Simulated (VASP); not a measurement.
## Mg2PbN2: single point with PBE

The system is Mg2PbN2.

```xyz
5
Lattice="3.6269 0.0000 0.0000 -1.8134 3.1410 0.0000 0.0000 0.0000 6.5659" Properties=species:S:1:pos:R:3 pbc="T T T"
Mg    1.8134    1.0470    0.9112
Mg    0.0000    2.0940    5.6547
Pb    0.0000    0.0000    3.2829
N     1.8134    1.0470    5.2360
N     0.0000    2.0940    1.3299
```

```
Program                : VASP 6.6.1
Task                   : single point
Functional             : PBE
Potentials or basis    : VASP PAW PBE potentials, release 64 (Mg, Pb_d, N)
Cutoff                 : 520 eV
k mesh                 : 7 × 7 × 4
Occupations            : gaussian, width 0.01 eV
Spin                   : no spin polarisation
Dipole correction      : no
Further INCAR settings : ALGO = Normal; EDIFF = 1e-06; NBANDS = 22
```

```json
{"Pressure": "-0.4 GPa", "Band gap on the k mesh": "0.14 eV (least direct gap 0.24 eV)"}
```

Forces in eV/Å, atoms in the order of the input:
```
Mg   0.000  0.000 -0.002
Mg   0.000  0.000  0.002
Pb   0.000  0.000  0.000
N    0.000  0.000  0.002
N    0.000  0.000 -0.002
```

Levels at points of the mesh, in eV from the valence-band top:
| k point | band 11 | band 12 | band 13 | band 14 | band 15 | band 16 | band 17 | band 18 |
| --- | --- | --- | --- | --- | --- | --- | --- | --- |
| (0.00, 0.00, 0.00) | -1.51 | -1.51 | -1.33 | -1.33 | 1.88 | 4.07 | 5.20 | 5.20 |
| (0.00, 0.00, 0.50) | -1.60 | -1.22 | -1.22 | 0.00 | 0.24 | 5.14 | 5.14 | 5.58 |

Run time: 59 s on 1 thread of Intel Xeon 8259CL (shared host), peak memory 0.21 GiB.

Caveat: spin-orbit coupling is left out, which moves the levels of the heavy elements; an odd mesh through Γ misses points on the zone boundary, where band edges can lie.
